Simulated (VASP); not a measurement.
# SnSe (CsCl type) (Pm-3m) in VASP: single point with PBE

Aim: the single point of SnSe (CsCl type) with PBE.

All numbers are computed with VASP 6.6.1; they aren't measurements. Logs are shortened: lines on timing, memory, paths and dates and some standing lists are left out, and cuts for length are marked.

**1. The cell of the first run**

Symmetry: Pm-3m, No. 221, cubic system. The conventional cell has a = 3.553 Å, b = 3.553 Å, c = 3.553 Å, α = 90.00°, β = 90.00°, γ = 90.00°. Sn (site symmetry m-3m) has 8 Se at 3.08 Å and 6 Sn at 3.55 Å within 4.1 Å. Se (site symmetry m-3m) has 8 Sn at 3.08 Å and 6 Se at 3.55 Å within 4.1 Å.

**2. Single point, PBE, collinear spin, ferromagnetic start**

File INCAR:

```
ALGO     = Normal         # electronic algorithm
EDIFF    = 1E-7           # SCF threshold, eV
ENCUT    = 520            # plane-wave cutoff, eV
GGA      = PE             # functional
ISIF     = 2              # what is computed and relaxed
ISMEAR   = -1             # smearing method
ISPIN    = 2              # spin polarisation
LASPH    = True           # aspherical terms in the spheres
LCHARG   = False          # write CHGCAR
LORBIT   = 11             # projections on sites
LREAL    = False          # projectors in reciprocal space
LWAVE    = False          # write WAVECAR
MAGMOM   = 2 3            # initial moments
NBANDS   = 21             # bands
NELM     = 150            # most SCF steps
PREC     = Accurate       # precision mode
SIGMA    = 0.1            # smearing width, eV
```

File KPOINTS:

```
k-points
0
Gamma
  14 14 14
```

File POSCAR:

```
SnSe
1.0
    3.5530453906      0.0000000000      0.0000000000
    0.0000000000      3.5530453906      0.0000000000
    0.0000000000      0.0000000000      3.5530453906
Sn Se
1 1
Direct
    0.0000000000      0.0000000000      0.0000000000
    0.5000000000      0.5000000000      0.5000000000
```

Potentials or basis: VASP PAW PBE potentials, release 64 (Sn_d, Se).

Started as:

```bash
$ cat potpaw_PBE.64/Sn_d/POTCAR potpaw_PBE.64/Se/POTCAR > POTCAR
$ mpirun -np 1 vasp_std > vasp.out
```

OUTCAR:

```text
EDIFF = 1E-7
   ENCUT = 520
   GGA = PE
   ISIF = 2
   ISMEAR = -1
   ISPIN = 2
   LASPH = True
   LORBIT = 11
   LREAL = False
   NELM = 150
   PREC = Accurate

 ion  position               nearest neighbor table
   1  0.000  0.000  0.000-   2 3.08   2 3.08   2 3.08   2 3.08   2 3.08   2 3.08   2 3.08   2 3.08

   2  0.500  0.500  0.500-   1 3.08   1 3.08   1 3.08   1 3.08   1 3.08   1 3.08   1 3.08   1 3.08

  LATTYP: Found a simple cubic cell.
 ALAT       =     3.5530453906

  Lattice vectors:

 A1 = (   3.5530453906,   0.0000000000,   0.0000000000)
 A2 = (   0.0000000000,   3.5530453906,   0.0000000000)
 A3 = (   0.0000000000,   0.0000000000,   3.5530453906)

Analysis of symmetry for initial positions (statically):
=====================================================================
 Subroutine PRICEL returns:
 Original cell was already a primitive cell.

 Routine SETGRP: Setting up the symmetry group for a
 simple cubic supercell.

 Subroutine GETGRP returns: Found 48 space group operations
 (whereof 48 operations were pure point group operations)
 out of a pool of 48 trial point group operations.

The static configuration has the point symmetry O_h .

Analysis of symmetry for dynamics (positions and initial velocities):
=====================================================================
 Subroutine PRICEL returns:
 Original cell was already a primitive cell.

 Routine SETGRP: Setting up the symmetry group for a
 simple cubic supercell.

 Subroutine GETGRP returns: Found 48 space group operations
 (whereof 48 operations were pure point group operations)
 out of a pool of 48 trial point group operations.

The dynamic configuration has the point symmetry O_h .

Analysis of structural, dynamic, and magnetic symmetry:
=====================================================================
 Subroutine PRICEL returns:
 Original cell was already a primitive cell.

 Routine SETGRP: Setting up the symmetry group for a
 simple cubic supercell.

 Subroutine GETGRP returns: Found 48 space group operations
 (whereof 48 operations were pure point group operations)
 out of a pool of 48 trial point group operations.

The overall configuration has the point symmetry O_h .

 Subroutine INISYM returns: Found 48 space group operations
 (whereof 48 operations are pure point group operations),
 and found     1 'primitive' translations

----------------------------------------------------------------------------------------

                                     Primitive cell

  volume of cell :      44.8541

  direct lattice vectors                    reciprocal lattice vectors
     3.553045391  0.000000000  0.000000000     0.281448698  0.000000000  0.000000000
     0.000000000  3.553045391  0.000000000     0.000000000  0.281448698  0.000000000
     0.000000000  0.000000000  3.553045391     0.000000000  0.000000000  0.281448698

  length of vectors
     3.553045391  3.553045391  3.553045391     0.281448698  0.281448698  0.281448698

  position of ions in fractional coordinates (direct lattice)
     0.000000000  0.000000000  0.000000000
     0.500000000  0.500000000  0.500000000

  ion indices of the primitive-cell ions
   primitive index   ion index
                 1           1
                 2           2

----------------------------------------------------------------------------------------

 KPOINTS: k-points

Automatic generation of k-mesh.
 Grid dimensions read from file:
 generate k-points for:   14   14   14

 Generating k-lattice:

  Cartesian coordinates                     Fractional coordinates (reciprocal lattice)
     0.020103478  0.000000000  0.000000000     0.071428571  0.000000000  0.000000000
     0.000000000  0.020103478  0.000000000     0.000000000  0.071428571  0.000000000
     0.000000000  0.000000000  0.020103478     0.000000000  0.000000000  0.071428571

  Length of vectors
     0.020103478  0.020103478  0.020103478

  Shift w.r.t. Gamma in fractional coordinates (k-lattice)
     0.000000000  0.000000000  0.000000000

 Subroutine IBZKPT returns following result:
 ===========================================

 Found    120 irreducible k-points:

 Following reciprocal coordinates:
            Coordinates               Weight
  0.000000  0.000000  0.000000      1.000000
  0.071429  0.000000  0.000000      6.000000
  0.142857  0.000000  0.000000      6.000000
  0.214286  0.000000  0.000000      6.000000
  0.285714  0.000000  0.000000      6.000000
  0.357143  0.000000  0.000000      6.000000
[... 16 lines left out ...]
  0.285714  0.214286  0.000000     24.000000
  0.357143  0.214286  0.000000     24.000000
 [... further k-points ...]
   k-points           NKPTS =    120   k-points in BZ     NKDIM =    120   number of bands    NBANDS=     21
   number of dos      NEDOS =    301   number of ions     NIONS =      2
   total plane-waves  NPLWV =  21952
   dimension x,y,z NGX =    28 NGY =   28 NGZ =   28
   dimension x,y,z NGXF=    56 NGYF=   56 NGZF=   56
   ions per type =               1   1
   NGX,Y,Z   is equivalent  to a cutoff of  13.10, 13.10, 13.10 a.u.
   NGXF,Y,Z  is equivalent  to a cutoff of  26.20, 26.20, 26.20 a.u.
 SYSTEM =  unknown system
   PREC   = accura    normal or accurate (medium, high low for compatibility)
   ISTART =      0    job   : 0-new  1-cont  2-samecut
   ICHARG =      2    charge: 1-file 2-atom 10-const
   ISPIN  =      2    spin polarized calculation?
   LNONCOLLINEAR =      F non collinear calculations
   LSORBIT =      F    spin-orbit coupling
   LASPH  =      T    aspherical Exc in radial PAW
   ENCUT  =  520.0 eV  38.22 Ry    6.18 a.u.   6.61  6.61  6.61*2*pi/ulx,y,z
   NELM   =    150;   NELMIN=  2; NELMDL= -5     # of ELM steps
   EDIFF  = 0.1E-06   stopping-criterion for ELM
   LREAL  =      F    real-space projection
   EDIFFG = 0.1E-05   stopping-criterion for IOM
   NSW    =      0    number of steps for IOM
   IBRION =     -1    ionic relax: 0-MD 1-quasi-New 2-CG
   NFREE  =      0    steps in history (QN), initial steepest desc. (CG)
   ISIF   =      2    stress and relaxation
   ISYM   =      2    0-nonsym 1-usesym 2-fastsym
   POTIM  = 0.5000    time-step for ionic-motion
   TEBEG  =    0.0;   TEEND  =   0.0 temperature during run
   PSTRESS=    0.0 pullay stress
   NELECT =      20.0000    total number of electrons
   NUPDOWN=      -1.0000    fix difference up-down
   EMIN   =  10.00;   EMAX   =-10.00  energy-range for DOS
   EFERMI =   0.00;   METHOD = LEGACY
   ISMEAR =    -1;   SIGMA  =   0.10  broadening in eV -4-tet -1-fermi 0-gaus
   EFERMI_NEDOS =   21; number of points for ismear=-14 and -15
   IALGO  =     38    algorithm
   IMIX   =      4    mixing-type and parameters
     AMIX     =   0.40;   BMIX     =  1.00
     AMIX_MAG =   1.60;   BMIX_MAG =  1.00
  volume/ion in A,a.u.               =      22.43       151.35
  Fermi-wavevector in a.u.,A,eV,Ry     =   1.250693  2.363467 21.282684  1.564233
  Thomas-Fermi vector in A             =   2.384675
   LORBIT       =     11    0 simple, 1 ext, 2 COOP (PROOUT), +10 PAW based schemes
   GGA     = PE    functional components
   LHFCALC =     F    Hartree Fock is set to
   AEXX    =    0.0000 exact exchange contribution
   IVDW    =     0    specifies the selected vdW correction
   LEPSILON=     F    determine dielectric tensor
   LRPA    =     F    only Hartree local field effects (RPA)
 spin polarized calculation
  energy-cutoff  :      520.00
  volume of cell :       44.85
 maximum number of plane-waves:      1231
 NGX is ok and might be reduce to    28
   NGX = 13   NGY = 13   NGZ = 13

 number of electron      20.0000014 magnetization       0.0000166

 number of electron      20.0000014 magnetization      -0.0000211

 Free energy of the ion-electron system (eV)
  ---------------------------------------------------
  ext. energy  EPLUGINS =         0.00000000
  ---------------------------------------------------
  free energy    TOTEN  =        -7.63786489 eV

  energy without entropy =       -7.60590496  energy(sigma->0) =       -7.62188493

 E-fermi :   7.5613     XC(G=0): -10.6782

 val. band max:        7.5576795158   @ k =   0.4286   0.2857   0.2857
 cond. band min:       7.5691549043   @ k =   0.3571   0.1429   0.0714
 fundamental gap:      0.0114753885
 Fermi energy:         7.5612596724

 spin component 1

 k-point     1 :       0.0000    0.0000    0.0000
  band No.  band energies     occupation
      1     -14.1137      1.00000
      2     -14.1137      1.00000
      3     -14.0110      1.00000
      4     -14.0110      1.00000
      5     -14.0110      1.00000
      6      -6.9850      1.00000
[... 13 lines left out ...]
     20      22.0644      0.00000
     21      22.0645      0.00000
[... 529 lines left out ...]
 k-point    24 :       0.3571    0.2143    0.0000
  band No.  band energies     occupation
      1     -14.0891      1.00000
      2     -14.0533      1.00000
      3     -14.0331      1.00000
      4     -14.0304      1.00000
      5     -14.0195      1.00000
      6      -5.7362      1.00000
[... 13 lines left out ...]
     20      21.4598      0.00000
     21      25.2726      0.00000

 [... further k-points ...]

 spin component 2

 k-point     1 :       0.0000    0.0000    0.0000
  band No.  band energies     occupation
      1     -14.1136      1.00000
      2     -14.1136      1.00000
      3     -14.0110      1.00000
      4     -14.0110      1.00000
      5     -14.0110      1.00000
      6      -6.9850      1.00000
[... 13 lines left out ...]
     20      22.0644      0.00000
     21      22.0645      0.00000
[... 529 lines left out ...]
 k-point    24 :       0.3571    0.2143    0.0000
  band No.  band energies     occupation
      1     -14.0890      1.00000
      2     -14.0533      1.00000
      3     -14.0331      1.00000
      4     -14.0304      1.00000
      5     -14.0194      1.00000
      6      -5.7362      1.00000
[... 13 lines left out ...]
     20      21.4598      0.00000
     21      25.2726      0.00000

 [... further k-points ...]

------------------------ aborting loop because EDIFF is reached ----------------------------------------

  FORCE on cell =-STRESS in cart. coord.  units (eV):
  Direction    XX          YY          ZZ          XY          YZ          ZX
  --------------------------------------------------------------------------------------
  -------------------------------------------------------------------------------------
  Total        1.7789346      1.7789346      1.7789346     -0.0000000     -0.0000000     -0.0000000
  in kB       63.5430858     63.5430858     63.5430858     -0.0000000     -0.0000000     -0.0000000
  external PRESSURE =      63.5430858 kB  Pullay stress =       0.0000000 kB

 VOLUME and BASIS-vectors are now :
 -----------------------------------------------------------------------------
  energy-cutoff  :      520.00
  volume of cell :       44.85
      direct lattice vectors                 reciprocal lattice vectors
     3.553045391  0.000000000  0.000000000     0.281448698  0.000000000  0.000000000
     0.000000000  3.553045391  0.000000000     0.000000000  0.281448698  0.000000000
     0.000000000  0.000000000  3.553045391     0.000000000  0.000000000  0.281448698

 POSITION                                       TOTAL-FORCE (eV/Angst)
 -----------------------------------------------------------------------------------
      0.00000      0.00000      0.00000         0.000000      0.000000      0.000000
      1.77652      1.77652      1.77652         0.000000      0.000000      0.000000
 -----------------------------------------------------------------------------------
    total drift:                               -0.000000      0.000000     -0.000000

  FREE ENERGIE OF THE ION-ELECTRON SYSTEM (eV)
  ---------------------------------------------------
  free  energy   TOTEN  =        -7.6378648885 eV

  energy  without entropy=       -7.6059049645  energy(sigma->0) =       -7.62188493

 total charge

# of ion       s       p       d       tot
------------------------------------------
    1        1.359   0.711  10.001  12.072
    2        1.492   2.274   0.038   3.804
--------------------------------------------------
tot          2.852   2.985  10.039  15.875

 magnetization (x)

# of ion       s       p       d       tot
------------------------------------------
    1       -0.000   0.000  -0.000   0.000
    2        0.000  -0.000   0.000   0.000
--------------------------------------------------
tot          0.000   0.000  -0.000   0.000
```

Run time: 77 s. Hardware: 1 thread of Intel Xeon 6975P-C (Granite Rapids), shared host; peak memory 0.29 GiB.

What came out:

```
Free energy                                           : -7.6379 eV
Pressure                                              : 6.4 GPa
Band gap on the k mesh                                : zero (filled and empty bands overlap)
Net moment                                            : 0.00 μB per cell
Valence electrons inside the program's atomic spheres : Sn 12.07; Se 3.80
```

Caveat: spin-orbit coupling is left out, which moves the levels of the heavy elements.
